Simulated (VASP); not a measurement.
**BaF2 (Frankdicksonite): single point with PBE**

The system is BaF2 (Frankdicksonite).

```
Ba F
1.0
     0.00000    3.09716    3.09716
     3.09716    0.00000    3.09716
     3.09716    3.09716    0.00000
Ba F
1 2
Direct
  0.00000 0.00000 0.00000
  0.25000 0.25000 0.25000
  0.75000 0.75000 0.75000
```

* Program: VASP 6.6.1
* Task: single point
* Functional: PBE
* Potentials or basis: VASP PAW PBE potentials, release 64 (Ba_sv, F)
* Cutoff: 600 eV
* k mesh: 6 × 6 × 6
* Occupations: gaussian, width 0.01 eV
* Spin: no spin polarisation
* Dipole correction: no
* Further INCAR settings: ALGO = Normal; EDIFF = 1e-06; NBANDS = 19

| Item | Value |
| --- | --- |
| Pressure | 2.5 GPa |
| Band gap on the k mesh | 6.79 eV, indirect (least direct gap 6.86 eV) |

Levels at points of the mesh, in eV from the valence-band top:
| k point | band 10 | band 11 | band 12 | band 13 | band 14 | band 15 |
| --- | --- | --- | --- | --- | --- | --- |
| (0.00, 0.00, 0.00) | -0.07 | -0.07 | -0.07 | 6.79 | 9.20 | 9.20 |
| (0.50, 0.00, 0.00) | -0.34 | -0.15 | -0.15 | 9.13 | 9.20 | 9.20 |
| (0.50, 0.50, 0.00) | -0.32 | -0.32 | -0.12 | 7.26 | 9.03 | 10.69 |

Run time: 37 s on 1 thread of AMD EPYC 7R13, with other jobs on the host, peak memory 0.18 GiB.

Caveat: spin-orbit coupling is left out, which moves the levels of the heavy elements. A k mesh can miss the band edges.
